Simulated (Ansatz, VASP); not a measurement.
One calculation of Al3GaAs4, two programs

INCAR

```
PREC = Accurate
ENCUT = 520
EDIFF = 1E-6
ISMEAR = 0
SIGMA = 0.1
LREAL = F
LASPH = T
NELM = 60
ALGO = Normal
ISIF = 2
LWAVE = F
LCHARG = F
GGA = PE
NBANDS = 31
```

KPOINTS

```
Automatic mesh
0
Gamma
  4 4 2
```

The input POSCAR:

```
Al3GaAs4
1.0
    3.8458615300      0.0000000000      0.0000000000
    0.0000000000      3.8458615300      0.0000000000
    0.0000000000      0.0000000000     10.8777390600
Al Ga As
3 1 4
Direct
    0.0000000000      0.0000000000      0.0000000000
    0.5000000000      0.5000000000      0.2500000000
    0.5000000000      0.5000000000      0.7500000000
    0.0000000000      0.0000000000      0.5000000000
    0.5000000000      0.0000000000      0.3750000000
    0.0000000000      0.5000000000      0.6250000000
    0.5000000000      0.0000000000      0.8750000000
    0.0000000000      0.5000000000      0.1250000000
```

Input for Ansatz:

```yaml
crystal:
  lattice:
    - [3.84586153, 0.0, 0.0]
    - [0.0, 3.84586153, 0.0]
    - [0.0, 0.0, 10.87773906]
  atoms:
    - { symbol: Al, position: [0.0, 0.0, 0.0] }
    - { symbol: Al, position: [0.5, 0.5, 0.25] }
    - { symbol: Al, position: [0.5, 0.5, 0.75] }
    - { symbol: Ga, position: [0.0, 0.0, 0.5] }
    - { symbol: As, position: [0.5, 0.0, 0.375] }
    - { symbol: As, position: [0.0, 0.5, 0.625] }
    - { symbol: As, position: [0.5, 0.0, 0.875] }
    - { symbol: As, position: [0.0, 0.5, 0.125] }
basis:
  ecutwfc: 420
kpoints:
  mp_grid: { grid: [4, 4, 2] }
hamiltonian:
  xc: pbe
scf:
  occupations: { method: gaussian, width: 0.1 }
  lower_state_search: "off"
output:
  forces: true
  stress: true
  eigenvalues: true
```

Alike in both runs: task single point; functional PBE; k mesh 4 × 4 × 2; occupations gaussian, width 0.1 eV; no spin polarisation.

|  | VASP | Ansatz |
| --- | --- | --- |
| version | VASP 6.6.1 | Ansatz 0.2.0 |
| potentials or method | VASP PAW PBE potentials, release 64 (Al, Ga_d, As), cutoff 520 eV | scalar-relativistic, plane waves, PAW |
| valence electrons in the cell | 42 | 82 |

```tsv
	VASP	Ansatz	Ansatz less VASP
gap on the k mesh at the Fermi level (eV)	1.17	1.18	+0.013
least direct gap on the mesh (eV)	1.20	1.21	+0.013
pressure (GPa)	15.1	14.8	-0.32
traceless stress, the component that is largest in VASP (GPa)	-0.80	-0.80	+0.003
rms of the force components (eV/Å)	0.037	0.037	-0.0001
```

Atom by atom the forces differ by 0.000 eV/Å (rms over components). The functional is the same, so the differences come from potentials, cutoffs and numerics. VASP's potentials hold 42 valence electrons a cell and Ansatz's 82, so a difference there can come from the potentials and not from the codes.
